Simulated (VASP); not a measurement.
**Ni: single point with PBE**

The system is Ni.

```
CELL_PARAMETERS angstrom
0.00000 1.76510 1.76510
1.76510 0.00000 1.76510
1.76510 1.76510 0.00000
ATOMIC_POSITIONS crystal
Ni 0.00000 0.00000 0.00000
```

| Property | Result |
| --- | --- |
| Program | VASP 6.6.1 |
| Task | single point |
| Functional | PBE |
| Potentials or basis | VASP PAW PBE potentials, release 64 (Ni) |
| Cutoff | 520 eV |
| k mesh | 15 × 15 × 15 |
| Occupations | fermi-dirac, width 0.1 eV |
| Spin | collinear spin, ferromagnetic start |
| Starting moments | [1.92] μB |
| Fixed moment | 1.92 μB |

```json
{
 "Pressure": "21.3 GPa",
 "Net moment": "1.92 μB per cell",
 "Site moments": "Ni +1.80 μB",
 "Valence electrons inside the program's atomic spheres": "Ni 9.23"
}
```

Wall time 39 s on 1 thread of Intel(R) Xeon(R) Platinum 8259CL CPU @ 2.50GHz (Skylake/Cascade Lake), on a shared host, peak memory 0.15 GiB.

Caveat: the total moment is fixed, so each spin has its own Fermi level.
